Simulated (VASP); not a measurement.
PbSe: single point with PBE

Crystal: PbSe.

```
Pb Se
1.0
     3.78432    0.00000    0.00000
     0.00000    3.78432    0.00000
     0.00000    0.00000    3.78432
Pb Se
1 1
Direct
  0.00000 0.00000 0.00000
  0.50000 0.50000 0.50000
```

```
Program             : VASP 6.6.1
Task                : single point
Functional          : PBE
Potentials or basis : VASP PAW PBE potentials, release 64 (Pb_d, Se)
Cutoff              : 520 eV
k mesh              : 7 × 7 × 7
Occupations         : gaussian, width 0.016 eV
Spin                : no spin polarisation
```

```json
{"Pressure": "-0.2 GPa", "Band gap on the k mesh": "zero (band 10 reaches 5.29 eV, above the bottom of band 11 at 5.19 eV)"}
```

Levels at points of the mesh, in eV from the Fermi level:
| k point | band 7 | band 8 | band 9 | band 10 | band 11 | band 12 | band 13 | band 14 |
| --- | --- | --- | --- | --- | --- | --- | --- | --- |
| (0.00, 0.00, 0.00) | -7.00 | -1.43 | -1.43 | -1.43 | 5.19 | 5.19 | 6.13 | 6.13 |

Wall time 8.4 s on 1 thread of Intel(R) Xeon(R) Platinum 8559C (Emerald Rapids), on a shared host, peak memory 0.16 GiB.

Caveat: spin-orbit coupling is left out, which moves the levels of the heavy elements.
